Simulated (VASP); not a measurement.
A run of VASP 6.6.1 is set up as follows.

File INCAR:

```
PREC     = Accurate       # precision mode
ENCUT    = 600            # plane-wave cutoff, eV
EDIFF    = 1E-8           # SCF threshold, eV
ISMEAR   = 0              # smearing method
SIGMA    = 0.01           # smearing width, eV
LREAL    = False          # projectors in reciprocal space
LASPH    = True           # aspherical terms in the spheres
NELM     = 60             # most SCF steps
ALGO     = Normal         # electronic algorithm
ISIF     = 3              # what is computed and relaxed
LWAVE    = False          # write WAVECAR
LCHARG   = False          # write CHGCAR
GGA      = PS             # functional
IBRION   = 6              # ionic algorithm
NFREE    = 2            
POTIM    = 0.015          # step
NSW      = 1              # ionic steps
```

File KPOINTS:

```
Automatic mesh
0
Gamma
  6 6 4
```

POSCAR

```
CdS
1.0
    4.1238575837      0.0000000000      0.0000000000
   -2.0619287918      3.5713654290      0.0000000000
    0.0000000000      0.0000000000      6.7096908727
Cd S
2 2
Direct
    0.3333333333      0.6666666667     -0.0007769969
    0.6666666667      0.3333333333      0.4992230031
    0.3333333333      0.6666666667      0.3757769969
    0.6666666667      0.3333333333      0.8757769969
```

Potentials or basis: VASP PAW PBE potentials, release 64 (Cd, S).

Command:

```console
$ cat potpaw_PBE.64/Cd/POTCAR potpaw_PBE.64/S/POTCAR > POTCAR
$ mpirun -np 1 vasp_std > vasp.out
```

Task: Estimate the Voigt bulk modulus.

Result: 63 GPa.

Task: Estimate the highest phonon frequency at Γ, LO-TO splitting left out.

Result: 298 cm⁻¹.

Elastic tensor in Voigt notation (GPa, in the Cartesian axes of the cell as first typed):
```
87 54 47  0  0  0
54 87 47  0  0  0
47 47 96  0  0  0
 0  0  0 15  0  0
 0  0  0  0 15  0
 0  0  0  0  0 16
```

Caveat: the PAW data sets were made with another functional, which shifts forces and pressure a little.
